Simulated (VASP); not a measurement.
Set up this calculation in VASP 6.6.1, as the native input.

* Task: single point
* Functional: LDA
* Potentials or basis: VASP PAW LDA potentials, release 64 (Sc_sv)
* Cutoff: 520 eV
* k mesh: 12 × 12 × 12
* Occupations: fermi-dirac, width 0.1 eV
* Spin: no spin polarisation
* Dipole correction: no
* Further INCAR settings: ALGO = Normal; EDIFF = 1e-06; NBANDS = 12

The structure of Sc lies in POSCAR:

```
Sc
1.0
    2.7762062191      0.0000000000      0.0000000000
    0.0000000000      2.7762062191      0.0000000000
    0.0000000000      0.0000000000      2.7762062191
Sc
1
Direct
    0.0000000000      0.0000000000      0.0000000000
```

This isn't the form of Sc at room conditions, which is hcp.

The input as run:

INCAR

```
ALGO = Normal
EDIFF = 1E-6
ENCUT = 520
GGA = CA
ISIF = 2
ISMEAR = -1
LASPH = T
LCHARG = F
LREAL = F
LWAVE = F
NBANDS = 12
NELM = 60
PREC = Accurate
SIGMA = 0.1
```

KPOINTS

```
k-points
0
Gamma
  12 12 12
```

Potentials or basis: VASP PAW LDA potentials, release 64 (Sc_sv).

The run is started by

```console
$ cat potpaw_LDA.64/Sc_sv/POTCAR > POTCAR
$ mpirun -np 1 vasp_std > vasp.out
```

Results of the run:

The pressure is 3.7 GPa. The band gap on the k mesh is zero (an odd number of electrons rules out a gap without spin polarisation).

Caveat: the cell stands under pressure.

Run time: 22 s on 1 thread of Intel Xeon 8259CL, on a shared host, peak memory 0.14 GiB.
